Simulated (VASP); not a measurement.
# SrTiO3 (P4/mmm) in VASP: single point with HSE06

Aim: the single point of SrTiO3 with HSE06.

Everything below comes from runs of VASP 6.6.1. Logs are shortened: lines on timing, memory, paths and dates and some standing lists are left out, and cuts for length are marked.

## 1. The cell of the first run

Symmetry: P4/mmm, No. 123, tetragonal system. The conventional cell has a = 3.829 Å, b = 3.829 Å, c = 3.958 Å, α = 90.00°, β = 90.00°, γ = 90.00°. Sr (site symmetry 4/mmm) has 12 O at 2.71 to 2.75 Å and 8 Ti at 3.35 Å within 3.6 Å. Ti (site symmetry 4/mmm) has 6 O at 1.91 to 1.98 Å within 2.5 Å. Within 2.6 Å of O (site symmetry 4/mmm) lie 2 Ti at 1.98 Å. Within 2.5 Å of O (site symmetry mmm) lie 2 Ti at 1.91 Å.

## 2. Single point, HSE06 (epitaxial xy strain -2.0%)

POSCAR

```
SrTiO3
1.0
    3.8287144715      0.0000000000      0.0000000000
    0.0000000000      3.8287144715      0.0000000000
    0.0000000000      0.0000000000      3.9579665992
Sr Ti O
1 1 3
Direct
    0.0000000000      0.0000000000      0.0000000000
    0.5000000000      0.5000000000      0.5000000000
    0.5000000000      0.5000000000      0.0000000000
    0.5000000000      0.0000000000      0.5000000000
    0.0000000000      0.5000000000      0.5000000000
```

INCAR.step1

```
SYSTEM = SrTiO3
PREC = Accurate
ENCUT = 520
EDIFF = 1E-5
ISMEAR = 0
SIGMA = 0.01
LREAL = .FALSE.
LASPH = .TRUE.
NELM = 80
ALGO = Normal
ISIF = 2
LWAVE = .TRUE.
LCHARG = .FALSE.
GGA = PE
NBANDS = 28
KPAR = 4
```

INCAR.step2

```
SYSTEM = SrTiO3
PREC = Accurate
ENCUT = 520
EDIFF = 1E-6
ISMEAR = 0
SIGMA = 0.01
LREAL = .FALSE.
LASPH = .TRUE.
NELM = 80
ALGO = Normal
ISIF = 2
LWAVE = .FALSE.
LCHARG = .FALSE.
GGA = PE
LHFCALC = .TRUE.
HFSCREEN = 0.2079
PRECFOCK = Fast
ISTART = 1
NBANDS = 28
KPAR = 4
```

KPOINTS

```
regular mesh
0
G
  4 4 4
  0 0 0
```

Potentials or basis: VASP PAW PBE potentials, release 64 (Sr_sv, Ti_sv, O).

On the command line:

```
$ cat potpaw_PBE.64/Sr_sv/POTCAR potpaw_PBE.64/Ti_sv/POTCAR potpaw_PBE.64/O/POTCAR > POTCAR
$ cp INCAR.step1 INCAR
$ mpirun -np 4 vasp_std > vasp.out
$ cp INCAR.step2 INCAR
$ mpirun -np 4 vasp_std > vasp.out
```

OUTCAR:

```text
SYSTEM = SrTiO3
   PREC = Accurate
   ENCUT = 520
   EDIFF = 1E-6
   ISMEAR = 0
   LREAL = .FALSE.
   LASPH = .TRUE.
   NELM = 80
   ISIF = 2
   GGA = PE
   LHFCALC = .TRUE.
   HFSCREEN = 0.2079
   PRECFOCK = Fast
   ISTART = 1

 ion  position               nearest neighbor table
   1  0.000  0.000  0.000-   3 2.71   3 2.71   3 2.71   3 2.71   5 2.75   4 2.75   5 2.75   5 2.75
                             5 2.75   4 2.75   4 2.75   4 2.75   2 3.35   2 3.35   2 3.35   2 3.35
   2  0.500  0.500  0.500-   4 1.91   5 1.91   4 1.91   5 1.91   3 1.98   3 1.98   1 3.35   1 3.35
                             1 3.35   1 3.35   1 3.35   1 3.35   1 3.35   1 3.35
   3  0.500  0.500  0.000-   2 1.98   2 1.98   1 2.71   1 2.71   1 2.71   1 2.71
   4  0.500  0.000  0.500-   2 1.91   2 1.91   1 2.75   1 2.75   1 2.75   1 2.75
   5  0.000  0.500  0.500-   2 1.91   2 1.91   1 2.75   1 2.75   1 2.75   1 2.75

  LATTYP: Found a simple tetragonal cell.
 ALAT       =     3.8287144715
 C/A-ratio  =     1.0337586228

  Lattice vectors:

 A1 = (   3.8287144715,   0.0000000000,   0.0000000000)
 A2 = (   0.0000000000,   3.8287144715,   0.0000000000)
 A3 = (   0.0000000000,   0.0000000000,   3.9579665992)

Analysis of symmetry for initial positions (statically):
=====================================================================
 Subroutine PRICEL returns:
 Original cell was already a primitive cell.

 Routine SETGRP: Setting up the symmetry group for a
 simple tetragonal supercell.

 Subroutine GETGRP returns: Found 16 space group operations
 (whereof 16 operations were pure point group operations)
 out of a pool of 16 trial point group operations.

The static configuration has the point symmetry D_4h.

Analysis of symmetry for dynamics (positions and initial velocities):
=====================================================================
 Subroutine PRICEL returns:
 Original cell was already a primitive cell.

 Routine SETGRP: Setting up the symmetry group for a
 simple tetragonal supercell.

 Subroutine GETGRP returns: Found 16 space group operations
 (whereof 16 operations were pure point group operations)
 out of a pool of 16 trial point group operations.

The dynamic configuration has the point symmetry D_4h.

 Subroutine INISYM returns: Found 16 space group operations
 (whereof 16 operations are pure point group operations),
 and found     1 'primitive' translations

[... 102 lines left out ...]
   TEBEG  =    0.0;   TEEND  =   0.0 temperature during run
   PSTRESS=    0.0 pullay stress
   NELECT =      40.0000    total number of electrons
   NUPDOWN=      -1.0000    fix difference up-down
   EMIN   =  10.00;   EMAX   =-10.00  energy-range for DOS
   EFERMI =   0.00;   METHOD = LEGACY
   ISMEAR =     0;   SIGMA  =   0.01  broadening in eV -4-tet -1-fermi 0-gaus
   EFERMI_NEDOS =   21; number of points for ismear=-14 and -15
   IALGO  =     38    algorithm
   IMIX   =      1    mixing-type and parameters
     AMIX     =   0.40;   BMIX     =  1.00
     AMIX_MAG =   1.60;   BMIX_MAG =  1.00
  volume/ion in A,a.u.               =      11.60        78.31
  Fermi-wavevector in a.u.,A,eV,Ry     =   1.446224  2.732966 28.457441  2.091563
  Thomas-Fermi vector in A             =   2.564317
   LORBIT       =      0    0 simple, 1 ext, 2 COOP (PROOUT), +10 PAW based schemes
   GGA     = PE    functional components
   LHFCALC =     T    Hartree Fock is set to
   PRECFOCK=fast      Normal, Fast or Accurate (Low or Medium for compatibility)
   ENCUT4O =  -1.0   cutoff for four orbital integrals eV
   NKREDX  =     1    reduce k-point grid by
   NKREDY  =     1    reduce k-point grid by
   NKREDZ  =     1    reduce k-point grid by
   AEXX    =    0.2500 exact exchange contribution
   HFSCREEN=    0.2079 screening length (either q_TF or 0.3 A-1)
   HFSCREENC=   0.2079 screening length for correlation (either q_TF or 0.3 A-1)
   ENCUTFOCK=  -1.0 apply spherical cutoff to Coloumb kernel
   IVDW    =     0    specifies the selected vdW correction
   LEPSILON=     F    determine dielectric tensor
   LRPA    =     F    only Hartree local field effects (RPA)
 non-spin polarized calculation
 Gauss-broadening in eV      SIGMA  =   0.01
  energy-cutoff  :      520.00
  volume of cell :       58.02
 maximum number of plane-waves:      1574
  NGX = 16; NGY = 16; NGZ = 16

 number of electron      39.9999997 magnetization

 Free energy of the ion-electron system (eV)
  ---------------------------------------------------
  ext. energy  EPLUGINS =         0.00000000
  ---------------------------------------------------
  free energy    TOTEN  =       -48.56153493 eV

  energy without entropy =      -48.56153493  energy(sigma->0) =      -48.56153493

 E-fermi :   3.5373     XC(G=0):  -9.3612

 val. band max:        3.4048222119   @ k =   0.5000   0.5000   0.5000
 cond. band min:       6.6943729736   @ k =   0.0000   0.0000   0.0000
 fundamental gap:      3.2895507618
 Fermi energy:         3.5372801123

 k-point     1 :       0.0000    0.0000    0.0000
  band No.  band energies     occupation
      1     -57.3461      2.00000
      2     -31.9650      2.00000
      3     -31.9650      2.00000
      4     -31.9239      2.00000
      5     -31.2447      2.00000
      6     -15.8878      2.00000
[... 547 lines left out ...]
     27      13.6385      0.00000
     28      14.2637      0.00000

------------------------ aborting loop because EDIFF is reached ----------------------------------------

  FORCE on cell =-STRESS in cart. coord.  units (eV):
  Direction    XX          YY          ZZ          XY          YZ          ZX
  --------------------------------------------------------------------------------------
  -------------------------------------------------------------------------------------
  Total        2.7281779      2.7281779     -0.3674053      0.0000000     -0.0000000      0.0000000
  in kB       75.3364562     75.3364562    -10.1456036      0.0000000     -0.0000000      0.0000000
  external PRESSURE =      46.8424363 kB  Pullay stress =       0.0000000 kB

 VOLUME and BASIS-vectors are now :
 -----------------------------------------------------------------------------
  energy-cutoff  :      520.00
  volume of cell :       58.02
      direct lattice vectors                 reciprocal lattice vectors
     3.828714472  0.000000000  0.000000000     0.261184271  0.000000000  0.000000000
     0.000000000  3.828714472  0.000000000     0.000000000  0.261184271  0.000000000
     0.000000000  0.000000000  3.957966599     0.000000000  0.000000000  0.252654987

 POSITION                                       TOTAL-FORCE (eV/Angst)
 -----------------------------------------------------------------------------------
      0.00000      0.00000      0.00000         0.000000      0.000000      0.000000
      1.91436      1.91436      1.97898         0.000000      0.000000      0.000000
      1.91436      1.91436      0.00000         0.000000      0.000000      0.000000
      1.91436      0.00000      1.97898         0.000000      0.000000      0.000000
      0.00000      1.91436      1.97898         0.000000      0.000000      0.000000
 -----------------------------------------------------------------------------------
    total drift:                                0.000004     -0.000002      0.000002

  FREE ENERGIE OF THE ION-ELECTRON SYSTEM (eV)
  ---------------------------------------------------
  free  energy   TOTEN  =       -48.5615349292 eV

  energy  without entropy=      -48.5615349292  energy(sigma->0) =      -48.56153493
```

OUTCAR.step1:

```text
SYSTEM = SrTiO3
   PREC = Accurate
   ENCUT = 520
   EDIFF = 1E-5
   ISMEAR = 0
   LREAL = .FALSE.
[... 785 lines left out ...]
      1.91436      1.91436      0.00000         0.000000      0.000000      0.000000
      1.91436      0.00000      1.97898         0.000000      0.000000      0.000000
      0.00000      1.91436      1.97898         0.000000      0.000000      0.000000
 -----------------------------------------------------------------------------------
    total drift:                                0.000000      0.000000      0.000000

  FREE ENERGIE OF THE ION-ELECTRON SYSTEM (eV)
  ---------------------------------------------------
  free  energy   TOTEN  =       -39.9486616665 eV

  energy  without entropy=      -39.9486616665  energy(sigma->0) =      -39.94866167
```

OSZICAR.step1:

```text
N       E                     dE             d eps       ncg     rms          rms(c)
DAV:   1     0.439715829157E+03    0.43972E+03   -0.21314E+04  1008   0.161E+03
DAV:   2    -0.451547539823E+01   -0.44423E+03   -0.42333E+03  1160   0.442E+02
DAV:   3    -0.478286094860E+02   -0.43313E+02   -0.43005E+02  1376   0.136E+02
DAV:   4    -0.500687292291E+02   -0.22401E+01   -0.22350E+01  1544   0.257E+01
DAV:   5    -0.501323113077E+02   -0.63582E-01   -0.63566E-01  1368   0.389E+00    0.277E+01
DAV:   6    -0.398828175170E+02    0.10249E+02   -0.51563E+01  1380   0.652E+01    0.153E+01
DAV:   7    -0.399947227299E+02   -0.11191E+00   -0.72348E+00  1288   0.199E+01    0.114E+01
DAV:   8    -0.400279674970E+02   -0.33245E-01   -0.13260E+00  1204   0.126E+01    0.279E+00
DAV:   9    -0.399568655025E+02    0.71102E-01   -0.32680E-01  1228   0.579E+00    0.111E+00
DAV:  10    -0.399535229212E+02    0.33426E-02   -0.83408E-02  1264   0.201E+00    0.660E-01
DAV:  11    -0.399486545241E+02    0.48684E-02   -0.19005E-02  1484   0.137E+00    0.119E-01
DAV:  12    -0.399486271515E+02    0.27373E-04   -0.13823E-03  1224   0.390E-01    0.763E-02
DAV:  13    -0.399486645745E+02   -0.37423E-04   -0.37507E-04  1440   0.140E-01    0.472E-02
DAV:  14    -0.399486616665E+02    0.29080E-05   -0.40289E-05  1100   0.443E-02
   1 F= -.39948662E+02 E0= -.39948662E+02  d E =-.176278E-79
```

It took 9.1 min on 4 MPI ranks of Oxide Virtual Turin-like, shared host; peak memory 0.28 GiB.

Results:

| Property | Result |
| --- | --- |
| Free energy | -48.5615 eV |
| Pressure | 4.7 GPa |
| Band gap on the k mesh | 3.29 eV (least direct gap 3.71 eV) |

Stress tensor (GPa, compression positive):
```
 7.53  0.00  0.00
 0.00  7.53  0.00
 0.00  0.00 -1.01
```

Levels at points of the mesh, in eV from the valence-band top:
```
           k point  band 16  band 17  band 18  band 19  band 20  band 21  band 22  band 23  band 24  band 25
(0.00, 0.00, 0.00)    -1.32    -1.32    -0.42    -0.42    -0.42     3.29     3.29     3.34     5.72     6.00
(0.50, 0.00, 0.00)    -2.75    -2.73    -2.24    -0.89    -0.83     3.51     5.64     5.65     5.81     8.48
(0.50, 0.50, 0.00)    -3.34    -2.00    -1.65    -1.65    -0.08     5.67     5.67     6.25     6.76     9.89
(0.00, 0.00, 0.50)    -2.37    -2.37    -2.19    -0.82    -0.82     3.51     5.29     5.29     6.04     8.27
(0.50, 0.00, 0.50)    -2.99    -1.99    -1.86    -1.84    -0.20     5.31     5.65     6.07     7.13     9.72
(0.50, 0.50, 0.50)    -4.07    -4.07    -0.08    -0.08     0.00     6.33     6.33     6.50     8.63     8.63
```

Caveat: the cell differs from its parent crystal (epitaxial xy strain -2.0%); the stress differs along the axes, from -1 to 8 GPa; the PAW data sets were made with another functional, which shifts forces and pressure a little.
